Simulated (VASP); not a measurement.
# C (Fddd) in VASP: notebook

C is run at these levels: PBE; tasks: single point.

Program: VASP 6.6.1. These are calculated values, not measurements. Logs are shortened: lines on timing, memory, paths and dates and some standing lists are left out, and cuts for length are marked.

### Step 1. The cell of the first run

Symmetry: Fddd, No. 70, orthorhombic system. Conventional cell: a = 3.241 Å, b = 3.697 Å, c = 3.777 Å, α = 90.00°, β = 90.00°, γ = 90.00°. Within 2.1 Å of C (site symmetry 222) lie 4 C at 1.55 Å.

### Step 2. Single point, PBE

INCAR

```
SYSTEM = C
ALGO = Normal
EDIFF = 1E-6
ENCUT = 520
GGA = PE
ISIF = 2
ISMEAR = 0
LASPH = .TRUE.
LCHARG = .TRUE.
LELF = .TRUE.
LREAL = .FALSE.
LVHAR = .TRUE.
LWAVE = .FALSE.
NBANDS = 11
NELM = 60
PREC = Accurate
SIGMA = 0.05
```

KPOINTS

```
k-points
0
G
  12 12 12
  0 0 0
```

POSCAR

```
C
1.0
    0.0000000000      1.8885289646      1.8483474972
    1.6206525157      0.0000000000      1.8483474972
    1.6206525157      1.8885289646      0.0000000000
C
2
Direct
    0.5000000000      0.5000000000      0.5000000000
    0.7500000000      0.7500000000      0.7500000000
```

Potentials or basis: VASP PAW PBE potentials, release 64 (C).

Command:

```bash
$ cat potpaw_PBE.64/C/POTCAR > POTCAR
$ mpirun -np 1 vasp_std > vasp.out
```

OUTCAR:

```text
SYSTEM = C
   EDIFF = 1E-6
   ENCUT = 520
   GGA = PE
   ISIF = 2
   ISMEAR = 0
   LASPH = .TRUE.
   LREAL = .FALSE.
   NELM = 60
   PREC = Accurate

 ion  position               nearest neighbor table
   1  0.500  0.500  0.500-   2 1.55   2 1.55   2 1.55   2 1.55
   2  0.750  0.750  0.750-   1 1.55   1 1.55   1 1.55   1 1.55

  LATTYP: Found a face centered orthorhombic cell.
 ALAT       =     3.2413050314
 B/A-ratio  =     1.1404958677
 C/A-ratio  =     1.1652892562

  Lattice vectors:

 A1 = (   0.0000000000,   1.8885289646,  -1.8483474972)
 A2 = (   1.6206525157,   1.8885289646,   0.0000000000)
 A3 = (   1.6206525157,   0.0000000000,  -1.8483474972)

Analysis of symmetry for initial positions (statically):
=====================================================================
 Subroutine PRICEL returns:
 Original cell was already a primitive cell.

 Routine SETGRP: Setting up the symmetry group for a
 face centered orthorhombic supercell.

 Subroutine GETGRP returns: Found  8 space group operations
 (whereof  4 operations were pure point group operations)
 out of a pool of  8 trial point group operations.

The static configuration has the point symmetry D_2 .
 The point group associated with its full space group is D_2h.

Analysis of symmetry for dynamics (positions and initial velocities):
=====================================================================
 Subroutine PRICEL returns:
 Original cell was already a primitive cell.

 Routine SETGRP: Setting up the symmetry group for a
 face centered orthorhombic supercell.

 Subroutine GETGRP returns: Found  8 space group operations
 (whereof  4 operations were pure point group operations)
 out of a pool of  8 trial point group operations.

The dynamic configuration has the point symmetry D_2 .
 The point group associated with its full space group is D_2h.

 Subroutine INISYM returns: Found  8 space group operations
 (whereof  4 operations are pure point group operations),
 and found     1 'primitive' translations

----------------------------------------------------------------------------------------

                                     Primitive cell

  volume of cell :      11.3143

  direct lattice vectors                    reciprocal lattice vectors
     0.000000000  1.888528965  1.848347497    -0.308517708  0.264756331  0.270511904
     1.620652516  0.000000000  1.848347497     0.308517708 -0.264756331  0.270511904
     1.620652516  1.888528965  0.000000000     0.308517708  0.264756331 -0.270511904

  length of vectors
     2.642523438  2.458231691  2.488585186     0.488319343  0.488319343  0.488319343

  position of ions in fractional coordinates (direct lattice)
     0.500000000  0.500000000  0.500000000
     0.750000000  0.750000000  0.750000000

  ion indices of the primitive-cell ions
   primitive index   ion index
                 1           1
                 2           2

----------------------------------------------------------------------------------------

 KPOINTS: k-points

Automatic generation of k-mesh.
 Grid dimensions read from file:
 generate k-points for:   12   12   12

 Generating k-lattice:

  Cartesian coordinates                     Fractional coordinates (reciprocal lattice)
    -0.025709809  0.022063028  0.022542659     0.083333333  0.000000000  0.000000000
     0.025709809 -0.022063028  0.022542659     0.000000000  0.083333333  0.000000000
     0.025709809  0.022063028 -0.022542659    -0.000000000 -0.000000000  0.083333333

  Length of vectors
     0.040693279  0.040693279  0.040693279

  Shift w.r.t. Gamma in fractional coordinates (k-lattice)
     0.000000000  0.000000000  0.000000000

 Subroutine IBZKPT returns following result:
 ===========================================

 Found    280 irreducible k-points:

 Following reciprocal coordinates:
            Coordinates               Weight
  0.000000  0.000000  0.000000      1.000000
  0.083333  0.000000 -0.000000      8.000000
  0.166667  0.000000 -0.000000      8.000000
  0.250000  0.000000  0.000000      8.000000
  0.333333 -0.000000  0.000000      8.000000
  0.416667  0.000000 -0.000000      8.000000
[... 16 lines left out ...]
  0.500000  0.166667 -0.000000      8.000000
 -0.416667  0.166667  0.000000      8.000000
 [... further k-points ...]
   k-points           NKPTS =    280   k-points in BZ     NKDIM =    280   number of bands    NBANDS=     11
   number of dos      NEDOS =    301   number of ions     NIONS =      2
   total plane-waves  NPLWV =   7200
   dimension x,y,z NGX =    20 NGY =   18 NGZ =   20
   dimension x,y,z NGXF=    40 NGYF=   36 NGZF=   40
   ions per type =               2
   NGX,Y,Z   is equivalent  to a cutoff of  12.58, 12.17, 13.36 a.u.
   NGXF,Y,Z  is equivalent  to a cutoff of  25.16, 24.35, 26.72 a.u.
 SYSTEM =  C
   PREC   = accura    normal or accurate (medium, high low for compatibility)
   ISTART =      0    job   : 0-new  1-cont  2-samecut
[... 59 lines left out ...]
 fundamental gap:      0.7495328355
 Fermi energy:        11.2432628560

 k-point     1 :       0.0000    0.0000    0.0000
  band No.  band energies     occupation
      1     -11.7144      2.00000
      2       8.9640      2.00000
      3       9.3939      2.00000
      4      11.0259      2.00000
      5      14.4256      0.00000
      6      16.0448      0.00000
      7      16.3092      0.00000
      8      22.9209      0.00000
      9      29.3342      0.00000
     10      32.7302      0.00000
     11      34.6458      0.00000

 k-point     2 :       0.0833    0.0000   -0.0000
  band No.  band energies     occupation
      1     -11.5193      2.00000
      2       8.2467      2.00000
      3       8.8858      2.00000
      4      10.4413      2.00000
      5      14.7586      0.00000
      6      16.4691      0.00000
      7      16.9479      0.00000
      8      23.1028      0.00000
      9      29.6502      0.00000
     10      31.5548      0.00000
     11      33.5379      0.00000

 k-point     3 :       0.1667    0.0000   -0.0000
  band No.  band energies     occupation
      1     -10.9365      2.00000
      2       6.0354      2.00000
      3       8.0336      2.00000
      4       9.6347      2.00000
      5      15.3977      0.00000
      6      17.1805      0.00000
      7      18.1772      0.00000
      8      23.6435      0.00000
      9      30.0915      0.00000
     10      30.8569      0.00000
     11      32.4165      0.00000

 k-point     4 :       0.2500    0.0000    0.0000
  band No.  band energies     occupation
      1      -9.9745      2.00000
      2       3.2792      2.00000
      3       7.1708      2.00000
      4       8.9802      2.00000
      5      15.8980      0.00000
      6      17.6727      0.00000
      7      19.3041      0.00000
      8      24.4332      0.00000
      9      30.0032      0.00000
     10      31.4157      0.00000
     11      32.7724      0.00000

 k-point     5 :       0.3333   -0.0000    0.0000
  band No.  band energies     occupation
      1      -8.6541      2.00000
      2       0.5075      2.00000
      3       6.4698      2.00000
      4       8.5003      2.00000
      5      16.1232      0.00000
      6      17.7912      0.00000
      7      20.2119      0.00000
      8      25.1886      0.00000
      9      30.1520      0.00000
     10      33.0727      0.00000
     11      33.5937      0.00000
[... 211 lines left out ...]
 k-point    21 :       0.3333    0.1667    0.0000
  band No.  band energies     occupation
      1      -9.0550      2.00000
      2       2.8033      2.00000
      3       5.5940      2.00000
      4       6.8242      2.00000
      5      16.6263      0.00000
      6      18.3012      0.00000
      7      22.0413      0.00000
      8      22.2430      0.00000
      9      29.4951      0.00000
     10      30.9159      0.00000
     11      35.6096      0.00000

 k-point    22 :       0.4167    0.1667   -0.0000
  band No.  band energies     occupation
      1      -7.6719      2.00000
      2       0.2951      2.00000
      3       4.7453      2.00000
      4       6.4988      2.00000
      5      17.1768      0.00000
      6      18.4142      0.00000
      7      22.5827      0.00000
      8      23.2537      0.00000
      9      30.2169      0.00000
     10      31.0324      0.00000
     11      36.6897      0.00000

 k-point    23 :       0.5000    0.1667   -0.0000
  band No.  band energies     occupation
      1      -6.0606      2.00000
      2      -1.9966      2.00000
      3       4.0723      2.00000
      4       6.4874      2.00000
      5      17.5053      0.00000
      6      18.3930      0.00000
      7      22.5638      0.00000
      8      24.7553      0.00000
      9      29.4522      0.00000
     10      32.5765      0.00000
     11      37.3153      0.00000

 k-point    24 :      -0.4167    0.1667    0.0000
  band No.  band energies     occupation
      1      -5.3572      2.00000
      2      -2.8315      2.00000
      3       3.6729      2.00000
      4       6.7609      2.00000
      5      17.6770      0.00000
      6      18.4716      0.00000
      7      22.2160      0.00000
      8      25.1389      0.00000
      9      29.6179      0.00000
     10      33.7568      0.00000
     11      35.4037      0.00000

 [... further k-points ...]
[... 5 lines left out ...]
  --------------------------------------------------------------------------------------
  -------------------------------------------------------------------------------------
  Total        5.5985817     -3.2954452     -1.4777966      0.0000000      0.0000000      0.0000000
  in kB      792.7959520   -466.6566994   -209.2657015      0.0000000      0.0000000      0.0000000
  external PRESSURE =      38.9578504 kB  Pullay stress =       0.0000000 kB

 VOLUME and BASIS-vectors are now :
 -----------------------------------------------------------------------------
  energy-cutoff  :      520.00
  volume of cell :       11.31
      direct lattice vectors                 reciprocal lattice vectors
     0.000000000  1.888528965  1.848347497    -0.308517708  0.264756331  0.270511904
     1.620652516  0.000000000  1.848347497     0.308517708 -0.264756331  0.270511904
     1.620652516  1.888528965  0.000000000     0.308517708  0.264756331 -0.270511904

 POSITION                                       TOTAL-FORCE (eV/Angst)
 -----------------------------------------------------------------------------------
      1.62065      1.88853      1.84835         0.000000      0.000000     -0.000000
      2.43098      2.83279      2.77252         0.000000      0.000000      0.000000
 -----------------------------------------------------------------------------------
    total drift:                                0.000000     -0.000000      0.000000

  FREE ENERGIE OF THE ION-ELECTRON SYSTEM (eV)
  ---------------------------------------------------
  free  energy   TOTEN  =       -17.7752788367 eV

  energy  without entropy=      -17.7752788367  energy(sigma->0) =      -17.77527884
```

Run time: 15 s. Hardware: 1 thread of Intel Xeon Platinum 8559C (Emerald Rapids), shared host; peak memory 0.13 GiB.

Results:

| Item | Value |
| --- | --- |
| Free energy | -17.7753 eV |
| Pressure | 3.9 GPa |
| Band gap on the k mesh | 0.75 eV, indirect (least direct gap 3.40 eV) |

Stress tensor (GPa, compression positive):
```
 79.28   0.00   0.00
  0.00 -46.67   0.00
  0.00   0.00 -20.93
```

Levels at points of the mesh, in eV from the valence-band top:
| k point | band 2 | band 3 | band 4 | band 5 | band 6 | band 7 |
| --- | --- | --- | --- | --- | --- | --- |
| (0.00, 0.00, 0.00) | -2.06 | -1.63 | 0.00 | 3.40 | 5.02 | 5.28 |
| (0.50, 0.00, 0.00) | -14.57 | -5.16 | -2.91 | 5.15 | 6.65 | 10.00 |
| (0.50, 0.50, 0.00) | -14.53 | -6.82 | -6.82 | 4.57 | 4.57 | 14.39 |
| (0.50, 0.00, 0.50) | -14.85 | -6.52 | -6.52 | 5.05 | 5.05 | 14.51 |
| (0.00, 0.50, 0.50) | -12.46 | -8.81 | -8.81 | 1.42 | 1.42 | 15.89 |

Caveat: the cell differs from its parent crystal (strain +e along x and -e along y -0.0750, strain +e along z and -e/2 along x and y +0.0350). A k mesh can miss the band edges.

### Step 3. Single point, PBE

INCAR

```
SYSTEM = C
ALGO = Normal ; EDIFF = 1E-6
ENCUT = 520 ; GGA = PE
ISIF = 2 ; ISMEAR = 0
LASPH = .TRUE. ; LCHARG = .FALSE.
LREAL = .FALSE. ; LWAVE = .FALSE.
NBANDS = 11 ; NELM = 60
PREC = Accurate ; SIGMA = 0.05
```

KPOINTS is that of step 2.

POSCAR

```
C
1.0
    0.0000000000      1.9197812169      1.7858429925
    1.6519047681      0.0000000000      1.7858429925
    1.6519047681      1.9197812169      0.0000000000
C
2
Direct
    0.5000000000      0.5000000000      0.5000000000
    0.7500000000      0.7500000000      0.7500000000
```

Potentials or basis: VASP PAW PBE potentials, release 64 (C).

Command:

```bash
$ cat potpaw_PBE.64/C/POTCAR > POTCAR
$ mpirun -np 1 vasp_std > vasp.out
```

Run time: 14 s. Hardware: 1 thread of Intel Xeon Platinum 8559C (Emerald Rapids), shared host; peak memory 0.13 GiB.

The run converged. Its results:

* Free energy: -17.8162 eV
* Pressure: 3.5 GPa
* Band gap on the k mesh: 1.39 eV, indirect (least direct gap 3.76 eV)

Stress tensor (GPa, compression positive):
```
 68.22   0.00   0.00
  0.00 -70.19   0.00
  0.00   0.00  12.47
```

Levels at points of the mesh, in eV from the valence-band top:
```
           k point  band 1  band 2  band 3  band 4  band 5  band 6  band 7  band 8  band 9
(0.00, 0.00, 0.00)  -22.55   -2.27   -0.90    0.00    3.76    4.72    5.61   11.97   18.43
(0.50, 0.00, 0.00)  -16.70  -14.40   -4.98   -2.70    5.15    7.39    9.92   14.78   20.55
(0.50, 0.50, 0.00)  -13.82  -13.82   -7.18   -7.18    3.89    3.89   14.73   14.73   21.23
(0.50, 0.00, 0.50)  -14.92  -14.92   -6.15   -6.15    5.53    5.53   14.99   14.99   20.76
(0.00, 0.50, 0.50)  -12.59  -12.59   -8.37   -8.37    2.02    2.02   15.76   15.76   22.78
```

Caveat: the cell differs from its parent crystal (strain +e along x and -e along y -0.0750, strain +e along z and -e/2 along x and y +0.0000).

### Step 4. Single point, PBE

This run uses another cell than the first one, of the same volume but with other edges.

INCAR

```
SYSTEM = C
PREC = Accurate ; ENCUT = 520
EDIFF = 1E-6 ; ISMEAR = 0
SIGMA = 0.05 ; LREAL = .False.
LASPH = .True. ; NELM = 80
ALGO = Normal ; ISIF = 2
LWAVE = .False. ; LCHARG = .True.
GGA = PE ; LELF = .True.
LVHAR = .True. ; NBANDS = 11
```

KPOINTS

```
Automatic mesh
0
Gamma
  12 12 12
  0 0 0
```

POSCAR

```
C
1.0
    0.0000000000      1.9510334693      1.7233384878
    1.6831570204      0.0000000000      1.7233384878
    1.6831570204      1.9510334693      0.0000000000
C
2
Direct
    0.5000000000      0.5000000000      0.5000000000
    0.7500000000      0.7500000000      0.7500000000
```

Command:

```bash
$ cat potpaw_PBE.64/C/POTCAR > POTCAR
$ mpirun -np 1 vasp_std > vasp.out
```

Run time: 15 s. Hardware: 1 thread of Intel Xeon Platinum 8559C (Emerald Rapids), shared host; peak memory 0.13 GiB.

The run converged. Its results:

- Free energy: -17.7368 eV
- Pressure: 4.1 GPa
- Band gap on the k mesh: 2.04 eV, indirect (least direct gap 4.15 eV)

Stress tensor (GPa, compression positive):
```
 59.56   0.00   0.00
  0.00 -91.20   0.00
  0.00   0.00  43.83
```

Levels at points of the mesh, in eV from the valence-band top:
| k point | band 1 | band 2 | band 3 | band 4 | band 5 | band 6 | band 7 | band 8 | band 9 |
| --- | --- | --- | --- | --- | --- | --- | --- | --- | --- |
| (0.00, 0.00, 0.00) | -22.43 | -2.49 | -0.25 | 0.00 | 4.15 | 4.44 | 5.97 | 11.92 | 18.60 |
| (0.50, 0.00, 0.00) | -16.56 | -14.27 | -5.00 | -2.35 | 4.87 | 8.03 | 10.11 | 14.87 | 20.61 |
| (0.50, 0.50, 0.00) | -13.12 | -13.12 | -7.56 | -7.56 | 3.20 | 3.20 | 15.02 | 15.02 | 21.74 |
| (0.50, 0.00, 0.50) | -15.02 | -15.02 | -5.77 | -5.77 | 6.04 | 6.04 | 15.22 | 15.22 | 20.73 |
| (0.00, 0.50, 0.50) | -12.75 | -12.75 | -7.92 | -7.92 | 2.63 | 2.63 | 15.36 | 15.36 | 22.23 |

Caveat: the cell differs from its parent crystal (strain +e along x and -e along y -0.0750, strain +e along z and -e/2 along x and y -0.0350). A k mesh can miss the band edges.

### Step 5. Single point, PBE

This run uses another cell than the first one, of the same volume but with other edges.

INCAR

```
SYSTEM = C
ALGO     = Normal         ! electronic algorithm
EDIFF    = 1E-6           ! SCF threshold, eV
ENCUT    = 520            ! plane-wave cutoff, eV
GGA      = PE             ! functional
ISIF     = 2              ! what is computed and relaxed
ISMEAR   = 0              ! smearing method
LASPH    = .True.         ! aspherical terms in the spheres
LCHARG   = .True.         ! write CHGCAR
LELF     = .True.         ! ELF
LREAL    = .False.        ! projectors in reciprocal space
LVHAR    = .True.       
LWAVE    = .False.        ! write WAVECAR
NBANDS   = 11             ! bands
NELM     = 80             ! most SCF steps
PREC     = Accurate       ! precision mode
SIGMA    = 0.05           ! smearing width, eV
```

KPOINTS

```
k-points
0
Gamma
  12 12 12
  0 0 0
```

POSCAR

```
C
1.0
    0.0000000000      1.9666595955      1.6920862354
    1.6987831466      0.0000000000      1.6920862354
    1.6987831466      1.9666595955      0.0000000000
C
2
Direct
    0.5000000000      0.5000000000      0.5000000000
    0.7500000000      0.7500000000      0.7500000000
```

Command:

```bash
$ cat potpaw_PBE.64/C/POTCAR > POTCAR
$ mpirun -np 1 vasp_std > vasp.out
```

Run time: 16 s. Hardware: 1 thread of Intel Xeon Platinum 8375C at 2.90GHz (Ice Lake), shared host; peak memory 0.14 GiB.

The run converged. Its results:

| Quantity | Value |
| --- | --- |
| Free energy | -17.6541 eV |
| Pressure | 4.7 GPa |
| Band gap on the k mesh | 2.24 eV, indirect (least direct gap 4.27 eV) |

Stress tensor (GPa, compression positive):
```
  56.15    0.00    0.00
   0.00 -100.77    0.00
   0.00    0.00   58.69
```

Levels at points of the mesh, in eV from the valence-band top:
```
           k point  band 1  band 2  band 3  band 4  band 5  band 6  band 7  band 8
(0.00, 0.00, 0.00)  -22.42   -2.64   -0.04    0.00    4.27    4.32    6.12   11.83
(0.50, 0.00, 0.00)  -16.54  -14.25   -5.10   -2.19    4.64    8.14   10.32   14.89
(0.50, 0.50, 0.00)  -12.82  -12.82   -7.80   -7.80    2.81    2.81   15.11   15.11
(0.50, 0.00, 0.50)  -15.12  -15.12   -5.61   -5.61    6.27    6.27   15.19   15.19
(0.00, 0.50, 0.50)  -12.88  -12.88   -7.74   -7.74    2.91    2.91   15.04   15.04
```

Caveat: the cell differs from its parent crystal (strain +e along x and -e along y -0.0750, strain +e along z and -e/2 along x and y -0.0525). A k mesh can miss the band edges.

### Step 6. The runs side by side

```tsv
cell	gap on the mesh (eV)	pressure (GPa)
a = 2.643, b = 2.458, c = 2.489 Å, angles 64.6, 57.2, 58.3°, 2 atoms	0.75	3.9
a = 2.622, b = 2.433, c = 2.533 Å, angles 63.7, 56.3, 60.0°, 2 atoms	1.39	3.5
a = 2.603, b = 2.409, c = 2.577 Å, angles 62.8, 55.4, 61.7°, 2 atoms	2.04	4.1
a = 2.594, b = 2.398, c = 2.599 Å, angles 62.4, 55.0, 62.6°, 2 atoms	2.24	4.7
```

Alike in all rows: task single point; level PBE; potentials or basis VASP PAW PBE potentials, release 64 (C); no spin polarisation; k mesh 12 × 12 × 12; cutoff (eV) 520; smearing gaussian 0.05 eV.

Absolute energies hang on the potentials; compare differences alone.
